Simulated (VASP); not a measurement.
Crystal: CrRu3.

```
Ru Cr
1.0
     3.81117    0.00000    0.00000
     0.00000    3.81117    0.00000
     0.00000    0.00000    3.81117
Ru Cr
3 1
Direct
  0.00000 0.50000 0.50000
  0.50000 0.00000 0.50000
  0.50000 0.50000 0.00000
  0.00000 0.00000 0.00000
```

Base run:

* Program: VASP 6.6.1
* Functional: PBE
* Potentials or basis: VASP PAW PBE potentials, release 64 (Ru_pv, Cr_pv)
* Cutoff: 500 eV
* k mesh: 5 × 5 × 5
* Occupations: fermi-dirac, width 0.1 eV
* Spin: no spin polarisation

Its results: band gap on the k mesh zero (bands 27 and 28 overlap by 2.56 eV); pressure -8.9 GPa.

**Question.** The run is repeated on the same cell with these changes: occupations from fermi-dirac, width 0.1 eV to fermi-dirac, width 0.15 eV. What comes out?

**Answer.** Band gap on the k mesh zero (bands 27 and 28 overlap by 2.56 eV); pressure -8.5 GPa.

Caveats: the cell stands under tension; the run has no spin polarisation, though such a crystal can be magnetic.
